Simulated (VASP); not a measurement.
# Ca2Zr2N (P6/mmm) in VASP: further runs

The runs below take Ca2Zr2N through single point, relaxation of cell and atoms, with PBE.

Everything below comes from runs of VASP 6.6.1. Logs are shortened: lines on timing, memory, paths and dates and some standing lists are left out, and cuts for length are marked.

## 1. The cell of the first run

Symmetry: P6/mmm, No. 191, hexagonal system. Conventional cell: a = 4.028 Å, b = 4.028 Å, c = 6.739 Å, α = 90.00°, β = 90.00°, γ = 120.00°. Within 2.2 Å of Ca (site symmetry 6mm) lie 1 N at 1.66 Å. Within 3.1 Å of Zr (site symmetry -6m2) lie 3 Zr at 2.33 Å and 3 N at 2.33 Å and 6 Ca at 2.86 Å. N (site symmetry 6/mmm) has 2 Ca at 1.66 Å within 2.2 Å.

## 2. Single point, PBE

Input file INCAR:

```
SYSTEM = Ca2Zr2N
PREC = Accurate ; ENCUT = 520
EDIFF = 1E-6 ; ISMEAR = 0
SIGMA = 0.1 ; LREAL = .False.
LASPH = .True. ; NELM = 80
ALGO = Normal ; ISIF = 2
LWAVE = .False. ; LCHARG = .False.
GGA = PE ; NBANDS = 32
```

Input file KPOINTS:

```
Automatic mesh
0
Gamma
  6 6 4
  0 0 0
```

Input file POSCAR:

```
Ca2Zr2N
1.0
    4.0284186100      0.0000000000      0.0000000000
   -2.0142093000      3.4887128500      0.0000000000
    0.0000000000      0.0000000000      6.7392016900
Ca Zr N
2 2 1
Direct
    0.0000000000      0.0000000000      0.7465140600
    0.0000000000      0.0000000000      0.2534859400
    0.3333333300      0.6666666700      0.5000000000
    0.6666666700      0.3333333300      0.5000000000
    0.0000000000      0.0000000000      0.5000000000
```

Potentials or basis: VASP PAW PBE potentials, release 64 (Ca_sv, Zr_sv, N).

The run is started by

```bash
> cat potpaw_PBE.64/Ca_sv/POTCAR potpaw_PBE.64/Zr_sv/POTCAR potpaw_PBE.64/N/POTCAR > POTCAR
> mpirun -np 1 vasp_std > vasp.out
```

OUTCAR:

```text
SYSTEM = Ca2Zr2N
   PREC = Accurate
   ENCUT = 520
   EDIFF = 1E-6
   ISMEAR = 0
   LREAL = .False.
   LASPH = .True.
   NELM = 80
   ISIF = 2
   GGA = PE

 ion  position               nearest neighbor table
   1  0.000  0.000  0.747-   5 1.66   4 2.86   3 2.86   3 2.86   4 2.86   4 2.86   3 2.86
   2  0.000  0.000  0.253-   5 1.66   4 2.86   3 2.86   3 2.86   4 2.86   4 2.86   3 2.86
   3  0.333  0.667  0.500-   4 2.33   5 2.33   4 2.33   5 2.33   5 2.33   4 2.33   1 2.86   2 2.86
                             1 2.86   2 2.86   1 2.86   2 2.86
   4  0.667  0.333  0.500-   3 2.33   5 2.33   3 2.33   5 2.33   5 2.33   3 2.33   1 2.86   2 2.86
                             2 2.86   1 2.86   2 2.86   1 2.86
   5  0.000  0.000  0.500-   1 1.66   2 1.66   3 2.33   4 2.33   3 2.33   4 2.33   4 2.33   3 2.33

  LATTYP: Found a hexagonal cell.
 ALAT       =     4.0284186100
 C/A-ratio  =     1.6729149432

  Lattice vectors:

 A1 = (   4.0284186100,   0.0000000000,   0.0000000000)
 A2 = (  -2.0142093000,   3.4887128500,   0.0000000000)
 A3 = (   0.0000000000,   0.0000000000,   6.7392016900)

Analysis of symmetry for initial positions (statically):
=====================================================================
 Subroutine PRICEL returns:
 Original cell was already a primitive cell.

 Routine SETGRP: Setting up the symmetry group for a
 hexagonal supercell.

 Subroutine GETGRP returns: Found 24 space group operations
 (whereof 24 operations were pure point group operations)
 out of a pool of 24 trial point group operations.

The static configuration has the point symmetry D_6h.

Analysis of symmetry for dynamics (positions and initial velocities):
=====================================================================
 Subroutine PRICEL returns:
 Original cell was already a primitive cell.

 Routine SETGRP: Setting up the symmetry group for a
 hexagonal supercell.

 Subroutine GETGRP returns: Found 24 space group operations
 (whereof 24 operations were pure point group operations)
 out of a pool of 24 trial point group operations.

The dynamic configuration has the point symmetry D_6h.

 Subroutine INISYM returns: Found 24 space group operations
 (whereof 24 operations are pure point group operations),
 and found     1 'primitive' translations

----------------------------------------------------------------------------------------

                                     Primitive cell

  volume of cell :      94.7127

  direct lattice vectors                    reciprocal lattice vectors
     4.028418610  0.000000000  0.000000000     0.248236367  0.143319333  0.000000000
    -2.014209300  3.488712850  0.000000000     0.000000000  0.286638667  0.000000000
     0.000000000  0.000000000  6.739201690     0.000000000  0.000000000  0.148385528

  length of vectors
     4.028418610  4.028418605  6.739201690     0.286638666  0.286638667  0.148385528

  position of ions in fractional coordinates (direct lattice)
     0.000000000  0.000000000  0.746514060
     0.000000000  0.000000000  0.253485940
     0.333333330  0.666666670  0.500000000
     0.666666670  0.333333330  0.500000000
     0.000000000  0.000000000  0.500000000

  ion indices of the primitive-cell ions
   primitive index   ion index
                 1           1
                 2           2
                 3           3
                 4           4
                 5           5

----------------------------------------------------------------------------------------

 KPOINTS: Automatic mesh

Automatic generation of k-mesh.
 Grid dimensions read from file:
 generate k-points for:    6    6    4

 Generating k-lattice:

  Cartesian coordinates                     Fractional coordinates (reciprocal lattice)
     0.041372728  0.023886556  0.000000000     0.166666667  0.000000000  0.000000000
     0.000000000  0.047773111  0.000000000     0.000000000  0.166666667  0.000000000
     0.000000000  0.000000000  0.037096382     0.000000000  0.000000000  0.250000000

  Length of vectors
     0.047773111  0.047773111  0.037096382

  Shift w.r.t. Gamma in fractional coordinates (k-lattice)
     0.000000000  0.000000000  0.000000000

 Subroutine IBZKPT returns following result:
 ===========================================

 Found     21 irreducible k-points:

 Following reciprocal coordinates:
            Coordinates               Weight
  0.000000  0.000000  0.000000      1.000000
  0.166667 -0.000000  0.000000      6.000000
  0.333333 -0.000000  0.000000      6.000000
  0.500000 -0.000000  0.000000      3.000000
  0.166667  0.166667  0.000000      6.000000
  0.333333  0.166667  0.000000     12.000000
[... 13 lines left out ...]
  0.333333  0.166667  0.500000     12.000000
  0.333333  0.333333  0.500000      2.000000
   k-points           NKPTS =     21   k-points in BZ     NKDIM =     21   number of bands    NBANDS=     32
   number of dos      NEDOS =    301   number of ions     NIONS =      5
   total plane-waves  NPLWV =  45000
   dimension x,y,z NGX =    30 NGY =   30 NGZ =   50
   dimension x,y,z NGXF=    60 NGYF=   60 NGZF=  100
   ions per type =               2   2   1
   NGX,Y,Z   is equivalent  to a cutoff of  12.38, 12.38, 12.33 a.u.
   NGXF,Y,Z  is equivalent  to a cutoff of  24.76, 24.76, 24.67 a.u.
 SYSTEM =  Ca2Zr2N
   PREC   = accura    normal or accurate (medium, high low for compatibility)
   ISTART =      0    job   : 0-new  1-cont  2-samecut
   ICHARG =      2    charge: 1-file 2-atom 10-const
   ISPIN  =      1    spin polarized calculation?
   LNONCOLLINEAR =      F non collinear calculations
   LSORBIT =      F    spin-orbit coupling
   LASPH  =      T    aspherical Exc in radial PAW
   ENCUT  =  520.0 eV  38.22 Ry    6.18 a.u.   7.49  7.49 12.53*2*pi/ulx,y,z
   NELM   =     80;   NELMIN=  2; NELMDL= -5     # of ELM steps
   EDIFF  = 0.1E-05   stopping-criterion for ELM
   LREAL  =      F    real-space projection
   EDIFFG = 0.1E-04   stopping-criterion for IOM
   NSW    =      0    number of steps for IOM
   IBRION =     -1    ionic relax: 0-MD 1-quasi-New 2-CG
   NFREE  =      0    steps in history (QN), initial steepest desc. (CG)
   ISIF   =      2    stress and relaxation
   ISYM   =      2    0-nonsym 1-usesym 2-fastsym
   POTIM  = 0.5000    time-step for ionic-motion
   TEBEG  =    0.0;   TEEND  =   0.0 temperature during run
   PSTRESS=    0.0 pullay stress
   NELECT =      49.0000    total number of electrons
   NUPDOWN=      -1.0000    fix difference up-down
   EMIN   =  10.00;   EMAX   =-10.00  energy-range for DOS
   EFERMI =   0.00;   METHOD = LEGACY
   ISMEAR =     0;   SIGMA  =   0.10  broadening in eV -4-tet -1-fermi 0-gaus
   EFERMI_NEDOS =   21; number of points for ismear=-14 and -15
   IALGO  =     38    algorithm
   IMIX   =      4    mixing-type and parameters
     AMIX     =   0.40;   BMIX     =  1.00
     AMIX_MAG =   1.60;   BMIX_MAG =  1.00
  volume/ion in A,a.u.               =      18.94       127.83
  Fermi-wavevector in a.u.,A,eV,Ry     =   1.314228  2.483531 23.499923  1.727196
  Thomas-Fermi vector in A             =   2.444496
   LORBIT       =      0    0 simple, 1 ext, 2 COOP (PROOUT), +10 PAW based schemes
   GGA     = PE    functional components
   LHFCALC =     F    Hartree Fock is set to
   AEXX    =    0.0000 exact exchange contribution
   IVDW    =     0    specifies the selected vdW correction
   LEPSILON=     F    determine dielectric tensor
   LRPA    =     F    only Hartree local field effects (RPA)
 non-spin polarized calculation
 Gauss-broadening in eV      SIGMA  =   0.10
  energy-cutoff  :      520.00
  volume of cell :       94.71
 maximum number of plane-waves:      2579
 NGX is ok and might be reduce to    30
   NGX = 15   NGY = 15   NGZ = 25

 number of electron      49.0000006 magnetization

 Free energy of the ion-electron system (eV)
  ---------------------------------------------------
  ext. energy  EPLUGINS =         0.00000000
  ---------------------------------------------------
  free energy    TOTEN  =       -16.12411580 eV

  energy without entropy =      -16.10789771  energy(sigma->0) =      -16.11600675

 E-fermi :   6.6797     XC(G=0): -10.0641

 val. band max:        6.6723772113   @ k =   0.3333   0.3333   0.0000
 cond. band min:       6.6910585973   @ k =   0.3333   0.1667   0.5000
 fundamental gap:      0.0186813860
 Fermi energy:         6.6796773668

 k-point     1 :       0.0000    0.0000    0.0000
  band No.  band energies     occupation
      1     -42.6989      2.00000
      2     -40.8246      2.00000
      3     -32.5867      2.00000
      4     -32.5322      2.00000
      5     -22.2598      2.00000
      6     -22.2598      2.00000
[... 24 lines left out ...]
     31      10.1834      0.00000
     32      10.1834      0.00000

 k-point     2 :       0.1667   -0.0000    0.0000
  band No.  band energies     occupation
      1     -42.6005      2.00000
      2     -40.9514      2.00000
      3     -32.5918      2.00000
      4     -32.5282      2.00000
      5     -22.3881      2.00000
      6     -22.1153      2.00000
[... 24 lines left out ...]
     31       9.5067      0.00000
     32      10.2437      0.00000

 k-point     3 :       0.3333   -0.0000    0.0000
  band No.  band energies     occupation
      1     -42.3407      2.00000
      2     -41.2672      2.00000
      3     -32.6032      2.00000
      4     -32.5203      2.00000
      5     -22.6116      2.00000
      6     -21.8227      2.00000
[... 24 lines left out ...]
     31      10.0664      0.00000
     32      10.3921      0.00000

 k-point     4 :       0.5000   -0.0000    0.0000
  band No.  band energies     occupation
      1     -42.1253      2.00000
      2     -41.5102      2.00000
      3     -32.6096      2.00000
      4     -32.5163      2.00000
      5     -22.7111      2.00000
      6     -21.6787      2.00000
[... 549 lines left out ...]
     31      10.2196      0.00000
     32      11.1123      0.00000

 k-point    20 :       0.3333    0.1667    0.5000
  band No.  band energies     occupation
      1     -42.1263      2.00000
      2     -41.5089      2.00000
      3     -32.5992      2.00000
      4     -32.5283      2.00000
      5     -22.8521      2.00000
      6     -21.3255      2.00000
[... 24 lines left out ...]
     31      10.7475      0.00000
     32      11.5360      0.00000

 k-point    21 :       0.3333    0.3333    0.5000
  band No.  band energies     occupation
      1     -41.8243      2.00000
      2     -41.8243      2.00000
      3     -32.6042      2.00000
      4     -32.5263      2.00000
      5     -23.0006      2.00000
      6     -20.4536      2.00000
[... 24 lines left out ...]
     31      11.1743      0.00000
     32      11.1798      0.00000

------------------------ aborting loop because EDIFF is reached ----------------------------------------

  FORCE on cell =-STRESS in cart. coord.  units (eV):
  Direction    XX          YY          ZZ          XY          YZ          ZX
  --------------------------------------------------------------------------------------
  -------------------------------------------------------------------------------------
  Total       28.9424399     28.9424399     65.8229414      0.0000000     -0.0000000      0.0000000
  in kB      489.5955373    489.5955364   1113.4727554      0.0000007     -0.0000000      0.0000000
  external PRESSURE =     697.5546097 kB  Pullay stress =       0.0000000 kB

 VOLUME and BASIS-vectors are now :
 -----------------------------------------------------------------------------
  energy-cutoff  :      520.00
  volume of cell :       94.71
      direct lattice vectors                 reciprocal lattice vectors
     4.028418610  0.000000000  0.000000000     0.248236367  0.143319333  0.000000000
    -2.014209300  3.488712850  0.000000000     0.000000000  0.286638667  0.000000000
     0.000000000  0.000000000  6.739201690     0.000000000  0.000000000  0.148385528

 POSITION                                       TOTAL-FORCE (eV/Angst)
 -----------------------------------------------------------------------------------
      0.00000      0.00000      5.03091         0.000000     -0.000000     19.520945
      0.00000      0.00000      1.70829        -0.000000      0.000000    -19.520945
     -0.00000      2.32581      3.36960         0.000000      0.000000     -0.000000
      2.01421      1.16290      3.36960        -0.000000      0.000000      0.000000
      0.00000      0.00000      3.36960         0.000000      0.000000      0.000000
 -----------------------------------------------------------------------------------
    total drift:                               -0.000000      0.000000      0.000000

  FREE ENERGIE OF THE ION-ELECTRON SYSTEM (eV)
  ---------------------------------------------------
  free  energy   TOTEN  =       -16.1241157955 eV

  energy  without entropy=      -16.1078977130  energy(sigma->0) =      -16.11600675
```

Run time: 31 s. Hardware: 1 thread of Intel Xeon 6975P-C (Granite Rapids), shared host; peak memory 0.23 GiB.

Results:

* Free energy: -16.1241 eV
* Pressure: 69.8 GPa
* Largest force: 19.521 eV/Å

Forces in eV/Å, atoms in the order of the input:
```
Ca    0.000   0.000  19.521
Ca    0.000   0.000 -19.521
Zr    0.000   0.000   0.000
Zr    0.000   0.000   0.000
N     0.000   0.000   0.000
```

Caveat: forces of over 1 eV/Å act on the atoms, so gaps and moduli don't describe the material at rest.

[end of part 1 of 3]
